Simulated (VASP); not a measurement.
Runs of VASP 6.6.1 on GeCN2. The structure is trigonal, space group R-3m (No. 166). The conventional cell has a = 3.588 Å, b = 3.588 Å, c = 14.766 Å, α = 90.00°, β = 90.00°, γ = 120.00°. Within 3.2 Å of Ge (site symmetry -3m) lie 6 N at 2.40 Å. Within 1.7 Å of C (site symmetry -3m) lie 2 N at 1.24 Å. N (site symmetry 3m) has 1 C at 1.24 Å within 1.7 Å. 

```csv
level,potentials or basis,gap on the mesh (eV),pressure (GPa),largest force (eV/Å)
PBE,"VASP PAW PBE potentials, release 64 (Ge_d, C, N)",1.04,0.2,0.07
LDA,"VASP PAW LDA potentials, release 64 (Ge_d, C, N)",0.87,-6.4,0.19
r2SCAN,"VASP PAW PBE potentials, release 64 (Ge_d, C, N)",(a),-3.0,0.29
RPBE,"VASP PAW PBE potentials, release 64 (Ge_d, C, N)",(b),3.1,0.25
```

Alike in all rows: task single point; no spin polarisation; cell as given; k mesh 6 × 6 × 6; cutoff (eV) 520; smearing gaussian 0.01 eV.

Estimate the missing entries.

(a) 1.14; (b) 1.17.

Caveats: the PAW data sets were made with another functional, which shifts forces and pressure a little (some runs).

A k mesh can miss the band edges, and the runs leave out spin-orbit coupling on Ge.
